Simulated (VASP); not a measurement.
A run of VASP 6.6.1 is set up as follows.

The input INCAR:

```
  PREC = Accurate
  ENCUT = 520
  EDIFF = 1E-7
  ISMEAR = -1
  SIGMA = 0.08
  LREAL = False
  LASPH = True
  NELM = 80
  ALGO = Normal
  ISIF = 2
  LWAVE = False
  LCHARG = True
  GGA = PS
  LELF = True
  LVHAR = True
  NBANDS = 15
```

Contents of KPOINTS:

```
regular mesh
0
Gamma
  17 17 10
```

Contents of POSCAR:

```
Fe
1.0
    2.4341575853      0.0000000000      0.0000000000
   -1.2170787927      2.1080423057      0.0000000000
    0.0000000000      0.0000000000      3.8803538147
Fe
2
Direct
    0.3333333333      0.6666666667      0.2500000000
    0.6666666667      0.3333333333      0.7500000000
```

Potentials or basis: VASP PAW PBE potentials, release 64 (Fe).

Run with:

```console
$ cat potpaw_PBE.64/Fe/POTCAR > POTCAR
$ mpirun -np 1 vasp_std > vasp.out
```

(1) Estimate the band gap on the k mesh.

(2) Estimate the pressure.

Answers

(1) zero (bands 8 and 9 overlap by 1.92 eV).

(2) -4.7 GPa.

Caveat: the cell differs from its parent crystal (zz strain of +1 %); the cell stands under tension; the PAW data sets were made with another functional, which shifts forces and pressure a little; the run has no spin polarisation, though such a crystal can be magnetic.
